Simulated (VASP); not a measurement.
Crystal: BeRh2.

```xyz
6
Lattice="-1.9047 1.9047 4.7876 1.9047 -1.9047 4.7876 1.9047 1.9047 -4.7876" Properties=species:S:1:pos:R:3 pbc="T T T"
Be    0.0000    0.0000    0.0000
Be    0.0000    1.9047    2.3938
Rh    0.0000    0.0000    1.9782
Rh    0.0000    1.9047    4.3720
Rh    0.0000    1.9047    0.4156
Rh    0.0000    0.0000    7.5970
```

* Program: VASP 6.6.1
* Task: relaxation of cell and atoms
* Functional: PBE
* Potentials or basis: VASP PAW PBE potentials, release 64 (Be, Rh_pv)
* Cutoff: 600 eV
* k mesh: 6 × 6 × 6
* Occupations: gaussian, width 0.1 eV
* Spin: no spin polarisation

At the start: pressure 62.7 GPa; volume 11.58 Å³/atom.

Problem. How do energy, volume and symmetry change on relaxing?

Solution. Over 25 steps the energy falls by 1069.1 meV/atom and the volume is 12.56 Å³/atom (+8.5 %); space group I4_1/amd (No. 141, to 0.1 Å) before and after.

The path:
| step | energy change (eV) | largest force (eV/Å) | pressure (GPa) | volume (Å³) |
| --- | --- | --- | --- | --- |
| 1 | 0.0000 | 5.0834 | 62.75 | 69.47 |
| 2 | 0.3930 | 0.8861 | -21.91 | 125.77 |
| 3 | -3.7392 | 0.1284 | -5.12 | 90.12 |
| 4 | -3.7740 | 0.2824 | -2.84 | 88.51 |
| 5 | -3.7809 | 0.4044 | -1.00 | 87.34 |
| 6 | -4.1147 | 0.8385 | -2.53 | 87.15 |
| 7 | -4.3564 | 1.6389 | -2.88 | 86.46 |
| 8 | -4.5775 | 1.5949 | -3.13 | 85.30 |
| 9 | -5.1670 | 1.6798 | -2.54 | 81.65 |
| 10 | -5.5984 | 2.1740 | 9.18 | 73.71 |
| 11 | -5.8166 | 1.7511 | 8.03 | 73.61 |
| 12 | -6.1725 | 0.6544 | 6.97 | 73.31 |
| 13 | -6.1986 | 0.2113 | 7.54 | 73.19 |
| 14 | -6.2710 | 0.2510 | 4.26 | 74.20 |
| 15 | -6.3359 | 0.2955 | -1.56 | 76.28 |
| 16 | -6.3372 | 0.2965 | -2.37 | 76.61 |
| 17 | -6.3650 | 0.2146 | -1.81 | 76.32 |
| 18 | -6.4090 | 0.0155 | -0.11 | 75.45 |
| 19 | -6.4108 | 0.0697 | 0.50 | 75.24 |
| 20 | -6.4108 | 0.0759 | 0.51 | 75.21 |
| 21 | -6.4115 | 0.0742 | 0.11 | 75.35 |
| 22 | -6.4119 | 0.0750 | -0.20 | 75.46 |
| 23 | -6.4119 | 0.0758 | -0.30 | 75.52 |
| 24 | -6.4127 | 0.0641 | -0.26 | 75.48 |
| 25 | -6.4144 | 0.0259 | 0.01 | 75.36 |

Final structure:
```xyz
6
Lattice="-2.2133 2.2133 3.8461 2.2133 -2.2133 3.8461 2.2133 2.2133 -3.8461" Properties=species:S:1:pos:R:3 pbc="T T T"
Be    0.0000    0.0000    0.0000
Be    0.0000    2.2133    1.9230
Rh    0.0000    0.0000    2.2124
Rh    2.2133    0.0000    0.2894
Rh    2.2133    0.0000    3.5567
Rh    0.0000    0.0000    5.4797
```
